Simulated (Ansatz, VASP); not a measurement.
# Al in VASP and in Ansatz

```
Al
1.0
     2.80112    0.00000    0.00000
    -1.40056    2.42584    0.00000
     0.00000    0.00000    9.19283
Al
4
Direct
  0.00000 0.00000 0.00000
  0.33333 0.66667 0.25000
  0.00000 0.00000 0.50000
  0.66667 0.33333 0.75000
```

Alike in both runs: functional PBEsol; dispersion D3(BJ); k mesh 18 × 18 × 6; occupations gaussian, width 0.1 eV; no spin polarisation.

Ansatz relaxed the structure, and its values are those at the end. VASP's run is a single point on that final structure, the one shown.

|  | VASP | Ansatz |
| --- | --- | --- |
| version | VASP 6.6.1 | Ansatz 0.2.0 |
| potentials or method | VASP PAW PBE potentials, release 64 (Al), cutoff 520 eV | scalar-relativistic, plane waves, PAW |
| valence electrons in the cell | 12 | 12 |

```tsv
	VASP	Ansatz	Ansatz less VASP
gap on the k mesh at the Fermi level (eV)	none	none	-
pressure (GPa)	0.1	0.0	-0.08
```

VASP's potentials were made for PBE, not for PBEsol. A gap of «none» marks a metal or a gap that the smearing closes.
